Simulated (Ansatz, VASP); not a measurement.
**TiO2 in VASP and in Ansatz**

File INCAR:

```
ALGO = Normal ; EDIFF = 1E-6
EDIFFG = -0.01 ; ENCUT = 600
GGA = PE ; IBRION = 2
ISIF = 3 ; ISMEAR = 0
LASPH = T ; LCHARG = F
LREAL = F ; LWAVE = F
NELM = 60 ; NSW = 80
PREC = Accurate ; SIGMA = 0.02
```

File KPOINTS:

```
k-points
0
Gamma
  6 6 10
```

Contents of POSCAR:

```
TiO2
1.0
    4.6446064864      0.0000000000      0.0000000000
    0.0000000000      4.6446064864      0.0000000000
    0.0000000000      0.0000000000      2.9643635156
Ti O
2 4
Direct
    0.5000000000      0.5000000000      0.5000000000
    0.0000000000      0.0000000000      0.0000000000
    0.1947010488      0.8052989512      0.5000000000
    0.8052989512      0.1947010488      0.5000000000
    0.3052989512      0.3052989512      0.0000000000
    0.6947010488      0.6947010488      0.0000000000
```

Input for Ansatz:

```yaml
crystal:
  lattice:
    - [4.6446064864, 0.0, 0.0]
    - [0.0, 4.6446064864, 0.0]
    - [0.0, 0.0, 2.9643635156]
  atoms:
    - { symbol: Ti, position: [0.5, 0.5, 0.5] }
    - { symbol: Ti, position: [0.0, 0.0, 0.0] }
    - { symbol: O, position: [0.1947010488, 0.8052989512, 0.5] }
    - { symbol: O, position: [0.8052989512, 0.1947010488, 0.5] }
    - { symbol: O, position: [0.3052989512, 0.3052989512, 0.0] }
    - { symbol: O, position: [0.6947010488, 0.6947010488, 0.0] }
basis:
  ecutwfc: 420
kpoints:
  mp_grid: { grid: [6, 6, 10] }
hamiltonian:
  xc: pbe
scf:
  occupations: { method: gaussian, width: 0.02 }
output:
  forces: true
  stress: true
  eigenvalues: true
relax:
  adjacent_minimum: "off"
  f_tol: 0.01
  max_steps: 60
  cell: { stress_tol: 0.1 }
```

Alike in both runs: task relaxation of cell and atoms; functional PBE; k mesh 6 × 6 × 10; occupations gaussian, width 0.02 eV; no spin polarisation.

|  | VASP | Ansatz |
| --- | --- | --- |
| version | VASP 6.6.1 | Ansatz 0.2.0 |
| potentials or method | VASP PAW PBE potentials, release 64 (Ti_sv, O), cutoff 600 eV | scalar-relativistic, plane waves, PAW |
| valence electrons in the cell | 48 | 48 |

|  | VASP | Ansatz | Ansatz less VASP |
| --- | --- | --- | --- |
| gap on the k mesh at the Fermi level, each at its own relaxed structure (eV) | 1.83 | 1.86 | +0.037 |
| relaxed volume (Å³/atom) | 10.67 | 10.65 | -0.014 |
| relaxed length of the cell vector where the two differ most in proportion (Å) | 2.967 | 2.963 | -0.0037 |
